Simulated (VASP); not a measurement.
# CuF3 (Pm-3m) in VASP: a series of runs

Runs on CuF3. Level: PBE+U. Tasks: single point.

Everything below comes from runs of VASP 6.6.1. Logs are shortened: lines on timing, memory, paths and dates and some standing lists are left out, and cuts for length are marked.

## Step 1: The cell of the first run

It takes space group Pm-3m (No. 221, cubic). Conventional cell: a = 3.765 Å, b = 3.765 Å, c = 3.765 Å, α = 90.00°, β = 90.00°, γ = 90.00°. Cu (site symmetry m-3m) has 6 F at 1.88 Å within 2.5 Å. Within 2.5 Å of F (site symmetry 4/mmm) lie 2 Cu at 1.88 Å.

## Step 2: Single point, PBE+U, collinear spin, ferromagnetic start

File INCAR:

```
PREC = Accurate
ENCUT = 600
EDIFF = 1E-6
ISMEAR = 0
SIGMA = 0.05
LREAL = F
LASPH = T
NELM = 200
ALGO = Normal
ISIF = 2
LWAVE = F
LCHARG = F
ISPIN = 2
MAGMOM = -0.98 -0.06 -0.1 -0.1
LORBIT = 11
LMAXMIX = 4
LDAU = T
LDAUTYPE = 1
LDAUL = 2 -1
LDAUU = 8 0
LDAUJ = 0.5 0
LDAUPRINT = 1
GGA = PE
NBANDS = 28
GGA_COMPAT = F
```

File KPOINTS:

```
Automatic mesh
0
Gamma
  5 5 5
```

File POSCAR:

```
CuF3
1.0
    3.7647689300      0.0000000000      0.0000000000
    0.0000000000      3.7647689300      0.0000000000
    0.0000000000      0.0000000000      3.7647689300
Cu F
1 3
Direct
    0.0000000000      0.0000000000      0.0000000000
    0.5000000000      0.0000000000      0.0000000000
    0.0000000000      0.0000000000      0.5000000000
    0.0000000000      0.5000000000      0.0000000000
```

Potentials or basis: VASP PAW PBE potentials, release 64 (Cu, F).

The run is started by

```bash
> cat potpaw_PBE.64/Cu/POTCAR potpaw_PBE.64/F/POTCAR > POTCAR
> mpirun -np 1 vasp_std > vasp.out
```

OUTCAR:

```text
PREC = Accurate
   ENCUT = 600
   EDIFF = 1E-6
   ISMEAR = 0
   LREAL = F
   LASPH = T
   NELM = 200
   ISIF = 2
   ISPIN = 2
   LORBIT = 11
   GGA = PE

 ion  position               nearest neighbor table
   1  0.000  0.000  0.000-   2 1.88   3 1.88   4 1.88   3 1.88   4 1.88   2 1.88
   2  0.500  0.000  0.000-   1 1.88   1 1.88
   3  0.000  0.000  0.500-   1 1.88   1 1.88
   4  0.000  0.500  0.000-   1 1.88   1 1.88

  LATTYP: Found a simple cubic cell.
 ALAT       =     3.7647689300

  Lattice vectors:

 A1 = (   3.7647689300,   0.0000000000,   0.0000000000)
 A2 = (   0.0000000000,   3.7647689300,   0.0000000000)
 A3 = (   0.0000000000,   0.0000000000,   3.7647689300)

Analysis of symmetry for initial positions (statically):
=====================================================================
 Subroutine PRICEL returns:
 Original cell was already a primitive cell.

 Routine SETGRP: Setting up the symmetry group for a
 simple cubic supercell.

 Subroutine GETGRP returns: Found 48 space group operations
 (whereof 48 operations were pure point group operations)
 out of a pool of 48 trial point group operations.

The static configuration has the point symmetry O_h .

Analysis of symmetry for dynamics (positions and initial velocities):
=====================================================================
 Subroutine PRICEL returns:
 Original cell was already a primitive cell.

 Routine SETGRP: Setting up the symmetry group for a
 simple cubic supercell.

 Subroutine GETGRP returns: Found 48 space group operations
 (whereof 48 operations were pure point group operations)
 out of a pool of 48 trial point group operations.

The dynamic configuration has the point symmetry O_h .

Analysis of structural, dynamic, and magnetic symmetry:
=====================================================================
 Subroutine PRICEL returns:
[... 176 lines left out ...]
  o =  0.9931  v =  0.0000 -1.0000  0.0000  0.0000 -0.0000  0.0000  0.0000  0.0000  0.0000  0.0000      0.0000  0.0000  0.0000  0.0000  0.0000  0.0000  0.0000  0.0000  0.0000  0.0000
  o =  0.9931  v =  0.0000  0.0000  0.0000  1.0000  0.0000  0.0000  0.0000  0.0000  0.0000  0.0000      0.0000  0.0000  0.0000  0.0000  0.0000  0.0000  0.0000  0.0000  0.0000  0.0000
  o =  0.9931  v =  1.0000  0.0000  0.0000  0.0000  0.0000  0.0000  0.0000  0.0000  0.0000  0.0000      0.0000  0.0000  0.0000  0.0000  0.0000  0.0000  0.0000  0.0000  0.0000  0.0000
  o =  1.0456  v =  0.0000  0.0000  0.0000  0.0000  0.0000  0.0000  0.0000 -0.5000 -0.0000  0.8660      0.0000  0.0000  0.0000  0.0000  0.0000  0.0000  0.0000  0.0000  0.0000  0.0000
  o =  1.0456  v =  0.0000  0.0000  0.0000  0.0000  0.0000  0.0000  0.0000  0.8660 -0.0000  0.5000      0.0000  0.0000  0.0000  0.0000  0.0000  0.0000  0.0000  0.0000  0.0000  0.0000

 number of electron      32.0000041 magnetization      -2.0001868

 Free energy of the ion-electron system (eV)
  ---------------------------------------------------
  ext. energy  EPLUGINS =         0.00000000
  ---------------------------------------------------
  free energy    TOTEN  =       -11.92598351 eV

  energy without entropy =      -11.92140178  energy(sigma->0) =      -11.92369265

 E-fermi :  -2.5856     XC(G=0):  -8.9307

 val. band max:       -2.6091934230   @ k =   0.2000   0.4000   0.4000
 cond. band min:      -2.5808348545   @ k =   0.4000   0.4000   0.4000
 fundamental gap:      0.0283585685
 Fermi energy:        -2.5855925821

 spin component 1

 k-point     1 :       0.0000    0.0000    0.0000
  band No.  band energies     occupation
      1     -23.5765      1.00000
      2     -22.5476      1.00000
      3     -22.5475      1.00000
      4      -8.7994      1.00000
      5      -8.7990      1.00000
      6      -8.7983      1.00000
[... 547 lines left out ...]
     27      22.7021      0.00000
     28      22.7021      0.00000
 Fermi energy:        -2.5855925821

 spin component 2

 k-point     1 :       0.0000    0.0000    0.0000
  band No.  band energies     occupation
      1     -23.9870      1.00000
      2     -23.2179      1.00000
      3     -23.2178      1.00000
      4     -10.3234      1.00000
      5     -10.3224      1.00000
      6      -9.3799      1.00000
[... 547 lines left out ...]
     27      22.6209      0.00000
     28      22.6209      0.00000

------------------------ aborting loop because EDIFF is reached ----------------------------------------

  FORCE on cell =-STRESS in cart. coord.  units (eV):
  Direction    XX          YY          ZZ          XY          YZ          ZX
  --------------------------------------------------------------------------------------
  -------------------------------------------------------------------------------------
  Total        0.2980780      0.2977668      0.2977668      0.0000000      0.0000000      0.0000000
  in kB        8.9500529      8.9407081      8.9407081      0.0000000      0.0000000      0.0000000
  external PRESSURE =       8.9438230 kB  Pullay stress =       0.0000000 kB

 VOLUME and BASIS-vectors are now :
 -----------------------------------------------------------------------------
  energy-cutoff  :      600.00
  volume of cell :       53.36
      direct lattice vectors                 reciprocal lattice vectors
     3.764768930  0.000000000  0.000000000     0.265620552  0.000000000  0.000000000
     0.000000000  3.764768930  0.000000000     0.000000000  0.265620552  0.000000000
     0.000000000  0.000000000  3.764768930     0.000000000  0.000000000  0.265620552

 POSITION                                       TOTAL-FORCE (eV/Angst)
 -----------------------------------------------------------------------------------
      0.00000      0.00000      0.00000         0.000000      0.000000      0.000000
      1.88238      0.00000      0.00000         0.000000      0.000000      0.000000
      0.00000      0.00000      1.88238         0.000000      0.000000      0.000000
      0.00000      1.88238      0.00000         0.000000      0.000000      0.000000
 -----------------------------------------------------------------------------------
    total drift:                                0.000000      0.000000      0.000000

  FREE ENERGIE OF THE ION-ELECTRON SYSTEM (eV)
  ---------------------------------------------------
  free  energy   TOTEN  =       -11.9259835139 eV

  energy  without entropy=      -11.9214017762  energy(sigma->0) =      -11.92369265

 total charge

# of ion       s       p       d       tot
------------------------------------------
    1        0.342   0.480   8.831   9.654
    2        1.731   4.343   0.000   6.074
    3        1.731   4.343   0.000   6.074
    4        1.731   4.343   0.000   6.074
--------------------------------------------------
tot          5.535  13.510   8.831  27.877

 magnetization (x)

# of ion       s       p       d       tot
------------------------------------------
    1       -0.011  -0.019  -1.286  -1.316
    2       -0.006  -0.212   0.000  -0.218
    3       -0.006  -0.212   0.000  -0.218
    4       -0.006  -0.212   0.000  -0.218
--------------------------------------------------
tot         -0.029  -0.655  -1.286  -1.970
```

OSZICAR:

```text
N       E                     dE             d eps       ncg     rms          rms(c)
DAV:   1     0.363474622771E+03    0.36347E+03   -0.17189E+04  2088   0.162E+03
DAV:   2     0.254630759180E+02   -0.33801E+03   -0.29748E+03  2096   0.430E+02
DAV:   3    -0.148007330614E+02   -0.40264E+02   -0.38753E+02  2244   0.137E+02
DAV:   4    -0.157865922972E+02   -0.98586E+00   -0.98308E+00  2304   0.225E+01
[... 12 lines left out ...]
DAV:  17    -0.119260086294E+02    0.19944E-05   -0.21738E-04  2300   0.512E-01    0.605E-02
DAV:  18    -0.119259796434E+02    0.28986E-04   -0.15256E-04  2656   0.335E-01    0.159E-02
DAV:  19    -0.119259817153E+02   -0.20719E-05   -0.34783E-05  2892   0.649E-02    0.159E-02
DAV:  20    -0.119259833169E+02   -0.16016E-05   -0.12488E-06  1636   0.252E-02    0.976E-03
DAV:  21    -0.119259835139E+02   -0.19696E-06   -0.10678E-06  1596   0.259E-02
   1 F= -.11925984E+02 E0= -.11923693E+02  d E =-.458174E-02  mag=    -2.0000
```

Wall time 70 s (1 thread of Intel Xeon Platinum 8259CL at 2.50GHz (Skylake/Cascade Lake), shared host); peak memory 0.21 GiB.

What came out:

- Free energy: -11.9260 eV
- Pressure: 0.9 GPa
- Band gap on the k mesh: zero (filled and empty bands overlap)
- Net moment: -2.00 μB per cell
- Site moments: Cu -1.32; F -0.22 μB
- Valence electrons inside the program's atomic spheres: Cu 9.65; F 6.07

Levels at points of the mesh, in eV from the Fermi level:
Spin up:
```
           k point  band 11  band 12  band 13  band 14  band 15  band 16  band 17  band 18  band 19  band 20
(0.00, 0.00, 0.00)    -0.64    -0.64    -0.58    -0.58    -0.58    -0.25    -0.25     7.42    12.16    17.60
```
Spin down:
```csv
k point,band 15,band 16,band 17,band 18,band 19,band 20
"(0.00, 0.00, 0.00)",-0.91,-0.91,-0.91,7.21,11.94,17.52
```

Eigenvalues of the final occupation matrices:
```csv
site,spin,trace,eigenvalues
site 1 d,1,3.78,0.40 0.40 0.99 0.99 0.99
site 1 d,2,5.07,0.99 0.99 0.99 1.05 1.05
```

Caveat: a cell with one magnetic atom can't hold antiferromagnetic order, which such compounds often take. The state reached can hang on the start; a lower one may exist.

## Step 3: Single point, PBE+U, collinear spin, ferromagnetic start

File INCAR:

```
  ALGO = Normal
  EDIFF = 1E-6
  ENCUT = 600
  GGA = PE
  GGA_COMPAT = F
  ISIF = 2
  ISMEAR = 0
  ISPIN = 2
  LASPH = T
  LCHARG = F
  LDAU = T
  LDAUJ = 0.5 0
  LDAUL = 2 -1
  LDAUPRINT = 1
  LDAUTYPE = 1
  LDAUU = 8 0
  LMAXMIX = 4
  LORBIT = 11
  LREAL = F
  LWAVE = F
  MAGMOM = 0.98 0.1 0.1 0.06
  NBANDS = 28
  NELM = 200
  PREC = Accurate
  SIGMA = 0.05
```

File KPOINTS:

```
k-points
0
Gamma
  5 5 5
```

POSCAR is that of step 2.

Potentials or basis: VASP PAW PBE potentials, release 64 (Cu, F).

The run is started by

```bash
> cat potpaw_PBE.64/Cu/POTCAR potpaw_PBE.64/F/POTCAR > POTCAR
> mpirun -np 1 vasp_std > vasp.out
```

OUTCAR:

```text
EDIFF = 1E-6
   ENCUT = 600
   GGA = PE
   ISIF = 2
   ISMEAR = 0
   ISPIN = 2
   LASPH = T
   LORBIT = 11
   LREAL = F
   NELM = 200
   PREC = Accurate

 ion  position               nearest neighbor table
   1  0.000  0.000  0.000-   2 1.88   3 1.88   4 1.88   3 1.88   4 1.88   2 1.88
   2  0.500  0.000  0.000-   1 1.88   1 1.88
   3  0.000  0.000  0.500-   1 1.88   1 1.88
   4  0.000  0.500  0.000-   1 1.88   1 1.88

  LATTYP: Found a simple cubic cell.
 ALAT       =     3.7647689300

  Lattice vectors:

 A1 = (   3.7647689300,   0.0000000000,   0.0000000000)
 A2 = (   0.0000000000,   3.7647689300,   0.0000000000)
 A3 = (   0.0000000000,   0.0000000000,   3.7647689300)

Analysis of symmetry for initial positions (statically):
[... 1348 lines left out ...]
     28      22.7021      0.00000

------------------------ aborting loop because EDIFF is reached ----------------------------------------

  FORCE on cell =-STRESS in cart. coord.  units (eV):
  Direction    XX          YY          ZZ          XY          YZ          ZX
  --------------------------------------------------------------------------------------
  -------------------------------------------------------------------------------------
  Total        0.2974356      0.2975490      0.2974356      0.0000000     -0.0000000      0.0000000
  in kB        8.9307627      8.9341671      8.9307627      0.0000000     -0.0000000      0.0000000
  external PRESSURE =       8.9318975 kB  Pullay stress =       0.0000000 kB

 VOLUME and BASIS-vectors are now :
 -----------------------------------------------------------------------------
  energy-cutoff  :      600.00
  volume of cell :       53.36
      direct lattice vectors                 reciprocal lattice vectors
     3.764768930  0.000000000  0.000000000     0.265620552  0.000000000  0.000000000
     0.000000000  3.764768930  0.000000000     0.000000000  0.265620552  0.000000000
     0.000000000  0.000000000  3.764768930     0.000000000  0.000000000  0.265620552

 POSITION                                       TOTAL-FORCE (eV/Angst)
 -----------------------------------------------------------------------------------
      0.00000      0.00000      0.00000         0.000000      0.000000      0.000000
      1.88238      0.00000      0.00000         0.000000      0.000000      0.000000
      0.00000      0.00000      1.88238         0.000000      0.000000      0.000000
      0.00000      1.88238      0.00000         0.000000      0.000000      0.000000
 -----------------------------------------------------------------------------------
    total drift:                                0.000000      0.000000      0.000000

  FREE ENERGIE OF THE ION-ELECTRON SYSTEM (eV)
  ---------------------------------------------------
  free  energy   TOTEN  =       -11.9259769722 eV

  energy  without entropy=      -11.9213952341  energy(sigma->0) =      -11.92368610

 total charge

# of ion       s       p       d       tot
------------------------------------------
    1        0.342   0.480   8.831   9.654
    2        1.731   4.343   0.000   6.074
    3        1.731   4.343   0.000   6.074
    4        1.731   4.343   0.000   6.074
--------------------------------------------------
tot          5.535  13.510   8.831  27.877

 magnetization (x)

# of ion       s       p       d       tot
------------------------------------------
    1        0.011   0.019   1.286   1.316
    2        0.006   0.212   0.000   0.218
    3        0.006   0.212   0.000   0.218
    4        0.006   0.212   0.000   0.218
--------------------------------------------------
tot          0.029   0.655   1.286   1.970
```

It took 68 s on 1 thread of Intel Xeon Platinum 8259CL at 2.50GHz (Skylake/Cascade Lake), shared host; peak memory 0.21 GiB.

Results:

* Free energy: -11.9260 eV
* Pressure: 0.9 GPa
* Band gap on the k mesh: zero (filled and empty bands overlap)
* Net moment: 2.00 μB per cell
* Site moments: Cu +1.32; F +0.22 μB
* Valence electrons inside the program's atomic spheres: Cu 9.65; F 6.07

Eigenvalues of the final occupation matrices:
```
    site  spin  trace               eigenvalues
site 1 d     1   5.07  0.99 0.99 0.99 1.05 1.05
site 1 d     2   3.78  0.40 0.40 0.99 0.99 0.99
```

Caveat: a cell with one magnetic atom can't hold antiferromagnetic order, which such compounds often take. The state reached can hang on the start; a lower one may exist.

## Step 4: Single point, PBE+U, collinear spin, ferromagnetic start

File INCAR:

```
SYSTEM = CuF3
PREC = Accurate
ENCUT = 600
EDIFF = 1E-6
ISMEAR = 0
SIGMA = 0.05
LREAL = .FALSE.
LASPH = .TRUE.
NELM = 200
ALGO = Normal
ISIF = 2
LWAVE = .FALSE.
LCHARG = .TRUE.
ISPIN = 2
MAGMOM = 1.04 0.1 0.13 0.1
LORBIT = 11
LMAXMIX = 4
LDAU = .TRUE.
LDAUTYPE = 1
LDAUL = 2 -1
LDAUU = 8 0
LDAUJ = 0.5 0
LDAUPRINT = 1
GGA = PE
LELF = .TRUE.
LVHAR = .TRUE.
NBANDS = 28
GGA_COMPAT = .FALSE.
```

File KPOINTS:

```
Automatic mesh
0
G
  5 5 5
  0 0 0
```

POSCAR is that of step 3.

The run is started by

```bash
> cat potpaw_PBE.64/Cu/POTCAR potpaw_PBE.64/F/POTCAR > POTCAR
> mpirun -np 1 vasp_std > vasp.out
```

Wall time 63 s (1 thread of Intel Xeon Platinum 8259CL at 2.50GHz (Skylake/Cascade Lake), shared host); peak memory 0.21 GiB.

The run converged. Its results:

| Quantity | Value |
| --- | --- |
| Free energy | -11.9260 eV |
| Pressure | 0.8 GPa |
| Band gap on the k mesh | zero (filled and empty bands overlap) |
| Net moment | 2.00 μB per cell |
| Site moments | Cu +1.32; F +0.22 μB |
| Valence electrons inside the program's atomic spheres | Cu 9.65; F 6.08 |

Levels at points of the mesh, in eV from the Fermi level:
Spin up:
| k point | band 15 | band 16 | band 17 | band 18 | band 19 | band 20 |
| --- | --- | --- | --- | --- | --- | --- |
| (0.00, 0.00, 0.00) | -0.91 | -0.91 | -0.91 | 7.21 | 11.94 | 17.52 |
Spin down:
```tsv
k point	band 11	band 12	band 13	band 14	band 15	band 16	band 17	band 18	band 19	band 20
(0.00, 0.00, 0.00)	-0.64	-0.64	-0.58	-0.58	-0.58	-0.25	-0.24	7.42	12.16	17.60
```

Eigenvalues of the final occupation matrices:
```csv
site,spin,trace,eigenvalues
site 1 d,1,5.07,0.99 0.99 0.99 1.05 1.05
site 1 d,2,3.78,0.40 0.40 0.99 0.99 0.99
```

Caveat: a cell with one magnetic atom can't hold antiferromagnetic order, which such compounds often take. The state reached can hang on the start; a lower one may exist.
